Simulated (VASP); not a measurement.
# ZrGa2Se2 (I4/mmm) in VASP: notebook, part 2 of 2

VASP 6.6.1.

## 4. Relaxation of cell and atoms, PBE

File INCAR:

```
ALGO     = Normal         # electronic algorithm
EDIFF    = 1E-6           # SCF threshold, eV
EDIFFG   = -0.04          # ionic threshold
ENCUT    = 600            # plane-wave cutoff, eV
GGA      = PE             # functional
IBRION   = 2              # ionic algorithm
ISIF     = 3              # what is computed and relaxed
ISMEAR   = 0              # smearing method
LASPH    = True           # aspherical terms in the spheres
LCHARG   = False          # write CHGCAR
LREAL    = False          # projectors in reciprocal space
LWAVE    = False          # write WAVECAR
NELM     = 60             # most SCF steps
NSW      = 90             # ionic steps
PREC     = Accurate       # precision mode
SIGMA    = 0.1            # smearing width, eV
```

File KPOINTS:

```
k-points
0
Gamma
  6 6 6
```

File POSCAR:

```
ZrGa2Se2
1.0
   -2.0309497200      2.0309497200      6.2884391100
    2.0309497200     -2.0309497200      6.2884391100
    2.0309497200      2.0309497200     -6.2884391100
Zr Ga Se
1 2 2
Direct
    0.0000000000      0.0000000000      0.0000000000
    0.7500000000      0.2500000000      0.5000000000
    0.2500000000      0.7500000000      0.5000000000
    0.6570819000      0.6570819000      0.0000000000
    0.3429181000      0.3429181000      0.0000000000
```

Potentials or basis: VASP PAW PBE potentials, release 64 (Zr_sv, Ga_d, Se).

Run with:

```sh
$ cat potpaw_PBE.64/Zr_sv/POTCAR potpaw_PBE.64/Ga_d/POTCAR potpaw_PBE.64/Se/POTCAR > POTCAR
$ mpirun -np 1 vasp_std > vasp.out
```

OUTCAR:

```text
EDIFF = 1E-6
   EDIFFG = -0.04
   ENCUT = 600
   GGA = PE
   IBRION = 2
   ISIF = 3
   ISMEAR = 0
   LASPH = True
   LREAL = False
   NELM = 60
   NSW = 90
   PREC = Accurate

 ion  position               nearest neighbor table
   1  0.000  0.000  0.000-
   2  0.750  0.250  0.500-   5 2.34   4 2.34   5 2.34   4 2.34   3 2.87   3 2.87   3 2.87   3 2.87

   3  0.250  0.750  0.500-   5 2.34   4 2.34   5 2.34   4 2.34   2 2.87   2 2.87   2 2.87   2 2.87

   4  0.657  0.657  0.000-   3 2.34   2 2.34   2 2.34   3 2.34
   5  0.343  0.343  0.000-   2 2.34   3 2.34   3 2.34   2 2.34

  LATTYP: Found a body centered tetragonal cell.
 ALAT       =     4.0618994400
 C/A-ratio  =     3.0963046737

  Lattice vectors:

 A1 = (  -2.0309497200,   2.0309497200,   6.2884391100)
 A2 = (   2.0309497200,  -2.0309497200,   6.2884391100)
 A3 = (   2.0309497200,   2.0309497200,  -6.2884391100)

Analysis of symmetry for initial positions (statically):
=====================================================================
 Subroutine PRICEL returns:
 Original cell was already a primitive cell.

 Routine SETGRP: Setting up the symmetry group for a
 body centered tetragonal supercell.

 Subroutine GETGRP returns: Found 16 space group operations
 (whereof 16 operations were pure point group operations)
 out of a pool of 16 trial point group operations.

The static configuration has the point symmetry D_4h.

Analysis of symmetry for dynamics (positions and initial velocities):
=====================================================================
 Subroutine PRICEL returns:
 Original cell was already a primitive cell.

 Routine SETGRP: Setting up the symmetry group for a
 body centered tetragonal supercell.

 Subroutine GETGRP returns: Found 16 space group operations
 (whereof 16 operations were pure point group operations)
 out of a pool of 16 trial point group operations.

The dynamic configuration has the point symmetry D_4h.

 Subroutine INISYM returns: Found 16 space group operations
 (whereof 16 operations are pure point group operations),
 and found     1 'primitive' translations

----------------------------------------------------------------------------------------

                                     Primitive cell

  volume of cell :     103.7531

  direct lattice vectors                    reciprocal lattice vectors
    -2.030949720  2.030949720  6.288439110     0.000000000  0.246190240  0.079510987
     2.030949720 -2.030949720  6.288439110     0.246190240  0.000000000  0.079510987
     2.030949720  2.030949720 -6.288439110     0.246190240  0.246190240  0.000000000

  length of vectors
     6.913319027  6.913319027  6.913319027     0.258711483  0.258711483  0.348165577

  position of ions in fractional coordinates (direct lattice)
     0.000000000  0.000000000  0.000000000
     0.750000000  0.250000000  0.500000000
     0.250000000  0.750000000  0.500000000
     0.657081900  0.657081900  0.000000000
     0.342918100  0.342918100  0.000000000

  ion indices of the primitive-cell ions
   primitive index   ion index
                 1           1
                 2           2
                 3           3
                 4           4
                 5           5

----------------------------------------------------------------------------------------

 KPOINTS: k-points

Automatic generation of k-mesh.
 Grid dimensions read from file:
 generate k-points for:    6    6    6

 Generating k-lattice:

  Cartesian coordinates                     Fractional coordinates (reciprocal lattice)
     0.000000000  0.041031707  0.013251831     0.166666667 -0.000000000  0.000000000
     0.041031707  0.000000000  0.013251831    -0.000000000  0.166666667  0.000000000
     0.041031707  0.041031707  0.000000000     0.000000000  0.000000000  0.166666667

  Length of vectors
     0.043118581  0.043118581  0.058027596

  Shift w.r.t. Gamma in fractional coordinates (k-lattice)
     0.000000000  0.000000000  0.000000000

 Subroutine IBZKPT returns following result:
 ===========================================

 Found     30 irreducible k-points:

 Following reciprocal coordinates:
            Coordinates               Weight
  0.000000  0.000000  0.000000      1.000000
  0.166667  0.000000 -0.000000      8.000000
  0.333333  0.000000 -0.000000      8.000000
  0.500000  0.000000  0.000000      4.000000
  0.166667  0.166667 -0.000000      8.000000
  0.333333  0.166667 -0.000000     16.000000
[... 16 lines left out ...]
 -0.333333 -0.333333  0.166667      8.000000
 -0.166667 -0.333333  0.166667      8.000000
 [... further k-points ...]
   k-points           NKPTS =     30   k-points in BZ     NKDIM =     30   number of bands    NBANDS=     30
   number of dos      NEDOS =    301   number of ions     NIONS =      5
   total plane-waves  NPLWV = 175616
   dimension x,y,z NGX =    56 NGY =   56 NGZ =   56
   dimension x,y,z NGXF=   112 NGYF=  112 NGZF=  112
   ions per type =               1   2   2
   NGX,Y,Z   is equivalent  to a cutoff of  13.47, 13.47, 13.47 a.u.
   NGXF,Y,Z  is equivalent  to a cutoff of  26.93, 26.93, 26.93 a.u.
 SYSTEM =  unknown system
   PREC   = accura    normal or accurate (medium, high low for compatibility)
   ISTART =      0    job   : 0-new  1-cont  2-samecut
   ICHARG =      2    charge: 1-file 2-atom 10-const
   ISPIN  =      1    spin polarized calculation?
   LNONCOLLINEAR =      F non collinear calculations
   LSORBIT =      F    spin-orbit coupling
   LASPH  =      T    aspherical Exc in radial PAW
   ENCUT  =  600.0 eV  44.10 Ry    6.64 a.u.  13.81 13.81 13.81*2*pi/ulx,y,z
   NELM   =     60;   NELMIN=  2; NELMDL= -5     # of ELM steps
   EDIFF  = 0.1E-05   stopping-criterion for ELM
   LREAL  =      F    real-space projection
   EDIFFG = -.4E-01   stopping-criterion for IOM
   NSW    =     90    number of steps for IOM
   IBRION =      2    ionic relax: 0-MD 1-quasi-New 2-CG
   NFREE  =      1    steps in history (QN), initial steepest desc. (CG)
   ISIF   =      3    stress and relaxation
   ISYM   =      2    0-nonsym 1-usesym 2-fastsym
   POTIM  = 0.5000    time-step for ionic-motion
   TEBEG  =    0.0;   TEEND  =   0.0 temperature during run
   PSTRESS=    0.0 pullay stress
   NELECT =      50.0000    total number of electrons
   NUPDOWN=      -1.0000    fix difference up-down
   EMIN   =  10.00;   EMAX   =-10.00  energy-range for DOS
   EFERMI =   0.00;   METHOD = LEGACY
   ISMEAR =     0;   SIGMA  =   0.10  broadening in eV -4-tet -1-fermi 0-gaus
   EFERMI_NEDOS =   21; number of points for ismear=-14 and -15
   IALGO  =     38    algorithm
   IMIX   =      4    mixing-type and parameters
     AMIX     =   0.40;   BMIX     =  1.00
     AMIX_MAG =   1.60;   BMIX_MAG =  1.00
  volume/ion in A,a.u.               =      20.75       140.03
  Fermi-wavevector in a.u.,A,eV,Ry     =   1.283506  2.425474 22.414056  1.647387
  Thomas-Fermi vector in A             =   2.415754
   LORBIT       =      0    0 simple, 1 ext, 2 COOP (PROOUT), +10 PAW based schemes
   GGA     = PE    functional components
   LHFCALC =     F    Hartree Fock is set to
   AEXX    =    0.0000 exact exchange contribution
   IVDW    =     0    specifies the selected vdW correction
   LEPSILON=     F    determine dielectric tensor
   LRPA    =     F    only Hartree local field effects (RPA)
 conjugate gradient relaxation of ions
 non-spin polarized calculation
 Gauss-broadening in eV      SIGMA  =   0.10
  energy-cutoff  :      600.00
  volume of cell :      103.75
 maximum number of plane-waves:      3484
   NGX = 27   NGY = 27   NGZ = 27

--------------------------------------- Ionic step        1  -------------------------------------------

 number of electron      50.0000004 magnetization

 Free energy of the ion-electron system (eV)
  ---------------------------------------------------
  ext. energy  EPLUGINS =         0.00000000
  ---------------------------------------------------
  free energy    TOTEN  =       -16.61834489 eV

  energy without entropy =      -16.59203922  energy(sigma->0) =      -16.60519205

------------------------ aborting loop because EDIFF is reached ----------------------------------------

  FORCE on cell =-STRESS in cart. coord.  units (eV):
  Direction    XX          YY          ZZ          XY          YZ          ZX
  --------------------------------------------------------------------------------------
  -------------------------------------------------------------------------------------
  Total       16.2787738     16.2787738      7.2310375      0.0000000      0.0000000     -0.0000000
  in kB      251.3802049    251.3802049    111.6631823      0.0000000      0.0000000     -0.0000000
  external PRESSURE =     204.8078641 kB  Pullay stress =       0.0000000 kB
[... 1701 lines left out ...]
     29       7.0517      0.00000
     30       7.7316      0.00000

 [... further k-points ...]

[... ionic steps 4 to 30 ...]

--------------------------------------- Ionic step       31  -------------------------------------------

 number of electron      49.9999976 magnetization

------------------------ aborting loop because EDIFF is reached ----------------------------------------
[... 73 lines left out ...]
--------------------------------------- Ionic step       33  -------------------------------------------

 number of electron      49.9999977 magnetization

 Free energy of the ion-electron system (eV)
  ---------------------------------------------------
  ext. energy  EPLUGINS =         0.00000000
  ---------------------------------------------------
  free energy    TOTEN  =       -23.98712320 eV

  energy without entropy =      -23.97269738  energy(sigma->0) =      -23.97991029

 E-fermi :   5.9155     XC(G=0): -10.4507

 val. band max:        5.8730991557   @ k =   0.3333   0.3333   0.1667
 cond. band min:       5.9178056795   @ k =   0.5000   0.1667  -0.0000
 fundamental gap:      0.0447065238
 Fermi energy:         5.9155363601
[... 824 lines left out ...]
  FREE ENERGIE OF THE ION-ELECTRON SYSTEM (eV)
  ---------------------------------------------------
  free  energy   TOTEN  =       -23.9871231977 eV

  energy  without entropy=      -23.9726973807  energy(sigma->0) =      -23.97991029

 reached required accuracy - stopping structural energy minimisation
```

Run time: 90 min. Hardware: 1 thread of Intel Xeon Platinum 8488C (Sapphire Rapids), shared host; peak memory 0.58 GiB.

Results:

| Quantity | Value |
| --- | --- |
| Free energy | -23.9871 eV |
| Relaxed volume | 21.34 Å³/atom |
| Relaxed cell | a = 8.819 Å, b = 8.819 Å, c = 8.819 Å, α = 156.76°, β = 156.76°, γ = 33.10° |
| Space group after relaxing (to 0.1 Å) | I4/mmm (No. 139) |
| Pressure after relaxing | -0.2 GPa |
| Largest force after relaxing | 0.007 eV/Å |
| Band gap on the k mesh | zero (bands 25 and 26 overlap by 1.42 eV) |

Forces on the atoms (eV/Å):
```
Zr   0.000  0.000  0.000
Ga   0.000  0.000  0.000
Ga   0.000  0.000  0.000
Se   0.000  0.000  0.007
Se   0.000  0.000 -0.007
```

Final structure:
```
CELL_PARAMETERS angstrom
-1.77629 1.77629 8.45365
1.77629 -1.77629 8.45365
1.77629 1.77629 -8.45365
ATOMIC_POSITIONS crystal
Zr 0.00000 0.00000 0.00000
Ga 0.75000 0.25000 0.50000
Ga 0.25000 0.75000 0.50000
Se 0.58990 0.58990 0.00000
Se 0.41010 0.41010 0.00000
```

Caveat: a cell axis changed by over 15 % at a fixed basis, so the end point is rough.

## 5. Summary

| task | cell | cutoff (eV) | gap on the mesh (eV) | pressure (GPa) | largest force (eV/Å) |
| --- | --- | --- | --- | --- | --- |
| single point | a = 6.913 Å, angles 145.8, 145.8, 49.1°, 5 atoms, atomic positions A | 520 | none | 20.5 | 4.88 |
| single point | a = 8.849 Å, angles 156.9, 156.9, 32.9°, 5 atoms, atomic positions B | 520 | none | -0.1 | 0.03 |
| relaxation of cell and atoms | relaxed from a = 6.913 Å, angles 145.8, 145.8, 49.1°, 5 atoms, atomic positions A | 600 | none | -0.2 | 0.01 |

Alike in all rows: level PBE; potentials or basis VASP PAW PBE potentials, release 64 (Zr_sv, Ga_d, Se); no spin polarisation; k mesh 6 × 6 × 6; smearing gaussian 0.1 eV.

Caveats: the stress differs along the axes, from 11 to 25 GPa (at least some runs); forces of over 1 eV/Å act on the atoms, so gaps and moduli don't describe the material at rest (at least some runs); a cell axis changed by over 15 % at a fixed basis, so the end point is rough (at least some runs).

Absolute energies hang on the potentials; compare differences alone.

The gap in the log of VASP goes by the Fermi energy; the results here count the filled bands.